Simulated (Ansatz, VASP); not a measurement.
# SiC in VASP and in Ansatz

Contents of INCAR:

```
SYSTEM = SiC
  PREC = Accurate
  ENCUT = 520
  EDIFF = 1E-8
  ISMEAR = -1
  SIGMA = 0.02
  LREAL = Auto
  LASPH = .TRUE.
  NELM = 100
  ALGO = Normal
  ISIF = 2
  LWAVE = .FALSE.
  LCHARG = .FALSE.
  GGA = PS
  LEFG = .TRUE.
  NBANDS = 86
```

KPOINTS

```
regular mesh
0
G
  10 10 1
  0 0 0
```

The input POSCAR:

```
SiC
1.0
    3.0764846774      0.0000000000      0.0000000000
   -1.5382423387      2.6643138850      0.0000000000
    0.0000000000      0.0000000000     40.2676834000
Si C
16 16
Direct
    0.3333333333      0.6666666667      0.8125116600
    0.3333333333      0.6666666667      0.5624873200
    0.0000000000      0.0000000000      0.3750284400
    0.6666666667      0.3333333333      0.9374433700
    0.6666666667      0.3333333333      0.0624873200
    0.0000000000      0.0000000000      0.2499807700
    0.0000000000      0.0000000000      0.8750284400
    0.6666666667      0.3333333333      0.6874646200
    0.6666666667      0.3333333333      0.4999731500
    0.3333333333      0.6666666667      0.4374433700
    0.3333333333      0.6666666667      0.9999731500
    0.0000000000      0.0000000000      0.7499807700
    0.6666666667      0.3333333333      0.3125116600
    0.0000000000      0.0000000000      0.6249155300
    0.3333333333      0.6666666667      0.1874646200
    0.0000000000      0.0000000000      0.1249155300
    0.0000000000      0.0000000000      0.1717881400
    0.3333333333      0.6666666667      0.4843068800
    0.6666666667      0.3333333333      0.3595215500
    0.3333333333      0.6666666667      0.0469775000
    0.6666666667      0.3333333333      0.5469775000
    0.0000000000      0.0000000000      0.9218953400
    0.3333333333      0.6666666667      0.6093571800
    0.6666666667      0.3333333333      0.7344750700
    0.0000000000      0.0000000000      0.4218953400
    0.6666666667      0.3333333333      0.9843068800
    0.0000000000      0.0000000000      0.7968334900
    0.6666666667      0.3333333333      0.1093571800
    0.3333333333      0.6666666667      0.8595215500
    0.0000000000      0.0000000000      0.2968334900
    0.0000000000      0.0000000000      0.6717881400
    0.3333333333      0.6666666667      0.2344750700
```

Input for Ansatz:

```yaml
crystal:
  lattice:
    - [3.0764846774, 0.0, 0.0]
    - [-1.5382423387, 2.664313885, 0.0]
    - [0.0, 0.0, 40.2676834]
  atoms:
    - { symbol: Si, position: [0.3333333333, 0.6666666667, 0.81251166] }
    - { symbol: Si, position: [0.3333333333, 0.6666666667, 0.56248732] }
    - { symbol: Si, position: [0.0, 0.0, 0.37502844] }
    - { symbol: Si, position: [0.6666666667, 0.3333333333, 0.93744337] }
    - { symbol: Si, position: [0.6666666667, 0.3333333333, 0.06248732] }
    - { symbol: Si, position: [0.0, 0.0, 0.24998077] }
    - { symbol: Si, position: [0.0, 0.0, 0.87502844] }
    - { symbol: Si, position: [0.6666666667, 0.3333333333, 0.68746462] }
    - { symbol: Si, position: [0.6666666667, 0.3333333333, 0.49997315] }
    - { symbol: Si, position: [0.3333333333, 0.6666666667, 0.43744337] }
    - { symbol: Si, position: [0.3333333333, 0.6666666667, 0.99997315] }
    - { symbol: Si, position: [0.0, 0.0, 0.74998077] }
    - { symbol: Si, position: [0.6666666667, 0.3333333333, 0.31251166] }
    - { symbol: Si, position: [0.0, 0.0, 0.62491553] }
    - { symbol: Si, position: [0.3333333333, 0.6666666667, 0.18746462] }
    - { symbol: Si, position: [0.0, 0.0, 0.12491553] }
    - { symbol: C, position: [0.0, 0.0, 0.17178814] }
    - { symbol: C, position: [0.3333333333, 0.6666666667, 0.48430688] }
    - { symbol: C, position: [0.6666666667, 0.3333333333, 0.35952155] }
    - { symbol: C, position: [0.3333333333, 0.6666666667, 0.0469775] }
    - { symbol: C, position: [0.6666666667, 0.3333333333, 0.5469775] }
    - { symbol: C, position: [0.0, 0.0, 0.92189534] }
    - { symbol: C, position: [0.3333333333, 0.6666666667, 0.60935718] }
    - { symbol: C, position: [0.6666666667, 0.3333333333, 0.73447507] }
    - { symbol: C, position: [0.0, 0.0, 0.42189534] }
    - { symbol: C, position: [0.6666666667, 0.3333333333, 0.98430688] }
    - { symbol: C, position: [0.0, 0.0, 0.79683349] }
    - { symbol: C, position: [0.6666666667, 0.3333333333, 0.10935718] }
    - { symbol: C, position: [0.3333333333, 0.6666666667, 0.85952155] }
    - { symbol: C, position: [0.0, 0.0, 0.29683349] }
    - { symbol: C, position: [0.0, 0.0, 0.67178814] }
    - { symbol: C, position: [0.3333333333, 0.6666666667, 0.23447507] }
kpoints:
  mp_grid: { grid: [10, 10, 1] }
scf:
  occupations: { method: fermi_dirac, width: 0.02 }
hamiltonian:
  xc: pbesol
  pseudopotentials: { kind: paw }
output:
  forces: true
  stress: true
  populations: true
  efg: { contact_densities: true }
```

Alike in both runs: task electric field gradients; functional PBEsol; k mesh 10 × 10 × 1; occupations fermi-dirac, width 0.02 eV; no spin polarisation.

|  | VASP | Ansatz |
| --- | --- | --- |
| version | VASP 6.6.1 | Ansatz 0.2.0 |
| potentials or method | VASP PAW PBE potentials, release 64 (Si, C) | plane-wave PAW, scalar-relativistic |
| plane-wave cutoff (eV) | 520 | 420 |
| valence electrons in the cell | 128 | 128 |

```csv
,VASP,Ansatz,Ansatz less VASP
gap on the k mesh at the Fermi level (eV),1.86,1.86,+0.008
pressure (GPa),0.8,0.4,-0.36
"traceless stress, the component that is largest in VASP (GPa)",-0.08,-0.05,+0.026
rms of the force components (eV/Å),0.004,0.002,-0.0015
size of Vzz on the site where it differs most (V/Å²),2.2,2.0,-0.15
```

VASP's potentials were made for PBE, not for PBEsol. Atom by atom the forces differ by 0.003 eV/Å (rms over components). With one functional, cell and mesh, what is left measures potentials, basis and numerics.
